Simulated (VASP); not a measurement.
# Al32H (a cell with a defect): single point with PBE+D3(BJ)

Crystal: Al32H (a cell with a defect).

```xyz
33
Lattice="8.1000 0.0000 0.0000 0.0000 8.1000 0.0000 0.0000 0.0000 8.1000" Properties=species:S:1:pos:R:3 pbc="T T T"
Al    4.0482   -0.0176   -0.0187
Al    6.0825    2.0160   -0.0129
Al    6.0825   -0.0118    2.0149
Al   -0.0068   -0.0291   -0.0303
Al    2.0312    1.9797   -0.0134
Al    4.0363    4.0277   -0.0305
Al    6.0462    6.0645   -0.0134
Al    2.0312   -0.0124    1.9786
Al    4.0535    2.0158    2.0147
Al    6.0664    4.0499    1.9983
Al    4.0363   -0.0294    4.0266
Al    6.0664    1.9994    4.0488
Al    6.0462   -0.0123    6.0634
Al    0.0088    4.0431   -0.0239
Al    2.0247    6.0581   -0.0083
Al    0.0152    1.9997    1.9985
Al    2.0379    4.0375    2.0099
Al    4.0534    6.0644    1.9784
Al    0.0088   -0.0228    4.0420
Al    2.0379    2.0111    4.0364
Al    4.0433    4.0428    4.0417
Al    6.0775    6.0714    4.0364
Al    2.0246   -0.0071    6.0570
Al    4.0534    1.9795    6.0633
Al    6.0775    4.0375    6.0703
Al    0.0032    6.0714    2.0100
Al   -0.0232    4.0111    4.0100
Al    2.0452    6.0786    3.9179
Al    0.0032    2.0111    6.0702
Al    2.0452    3.9190    6.0775
Al    4.0589    6.0583    6.0571
Al   -0.1144    6.0789    6.0777
H     1.6601    5.6932    5.6921
```

```
Program                : VASP 6.6.1
Task                   : single point
Functional             : PBE
Dispersion             : D3(BJ)
Potentials or basis    : VASP PAW PBE potentials, release 64 (Al, H)
Cutoff                 : 520 eV
k mesh                 : 2 × 2 × 2
Occupations            : gaussian, width 0.1 eV
Spin                   : no spin polarisation
Dipole correction      : no
Further INCAR settings : LREAL = Auto; ALGO = Normal; EDIFF = 1e-06; NBANDS = 70
```

* Pressure: -2.8 GPa
* Largest force: 0.006 eV/Å
* Dispersion energy per atom: -0.328 eV

Forces in eV/Å, atoms in the order of the input:
```
Al  -0.001 -0.003 -0.002
Al   0.001 -0.002 -0.002
Al   0.001 -0.003 -0.002
Al   0.000  0.000  0.001
Al  -0.003  0.003 -0.001
Al  -0.001 -0.001  0.001
Al  -0.002  0.003 -0.001
Al  -0.003 -0.002  0.002
Al   0.001 -0.001 -0.002
Al  -0.001  0.001 -0.001
Al   0.000  0.001 -0.001
Al  -0.001  0.000  0.001
Al  -0.003 -0.002  0.002
Al   0.001  0.001 -0.003
Al  -0.001 -0.001  0.001
Al   0.000  0.001  0.003
Al   0.002 -0.002 -0.001
Al  -0.003  0.001  0.003
Al   0.002 -0.002  0.000
Al   0.002  0.000 -0.001
Al  -0.006 -0.001 -0.001
Al   0.001  0.001 -0.004
Al  -0.001  0.001 -0.002
Al  -0.003  0.002  0.001
Al   0.001 -0.004  0.000
Al   0.002  0.001 -0.003
Al   0.002  0.003  0.003
Al   0.004  0.002  0.004
Al   0.002 -0.003  0.001
Al   0.004  0.003  0.003
Al   0.001 -0.001 -0.002
Al   0.005  0.001  0.002
H   -0.002  0.002  0.002
```

Stress tensor (GPa, compression positive):
```
-2.82 -0.06 -0.06
-0.06 -2.81 -0.07
-0.06 -0.07 -2.81
```

Levels at points of the mesh, in eV from the Fermi level:
```
           k point  band 43  band 44  band 45  band 46  band 47  band 48  band 49  band 50  band 51  band 52
(0.00, 0.00, 0.00)    -0.47    -0.47    -0.46     0.03     0.46     0.46     0.53     0.54     0.54     1.25
(0.50, 0.00, 0.00)    -0.73    -0.70    -0.19    -0.06     0.00     0.01     0.01     0.03     0.04     0.08
(0.00, 0.50, 0.00)    -0.73    -0.70    -0.19    -0.06     0.00     0.01     0.01     0.04     0.04     0.08
(0.00, 0.00, 0.50)    -0.73    -0.70    -0.19    -0.06     0.00     0.01     0.01     0.04     0.04     0.08
(0.50, 0.50, 0.00)    -1.03    -0.98    -0.30    -0.09    -0.09    -0.06     0.83     1.09     1.12     1.15
(0.00, 0.50, 0.50)    -1.03    -0.98    -0.30    -0.09    -0.09    -0.06     0.84     1.09     1.12     1.15
(0.50, 0.00, 0.50)    -1.03    -0.98    -0.30    -0.09    -0.09    -0.06     0.83     1.09     1.12     1.15
(0.50, 0.50, 0.50)    -0.42    -0.42    -0.42    -0.42    -0.41    -0.41    -0.41    -0.40    -0.39    -0.39
```

Run time: 3.6 min on 1 thread of Intel(R) Xeon(R) 6975P-C (Granite Rapids), with other jobs on the host, peak memory 0.55 GiB.

Caveat: the k points lie up to 0.39 Å⁻¹ apart.
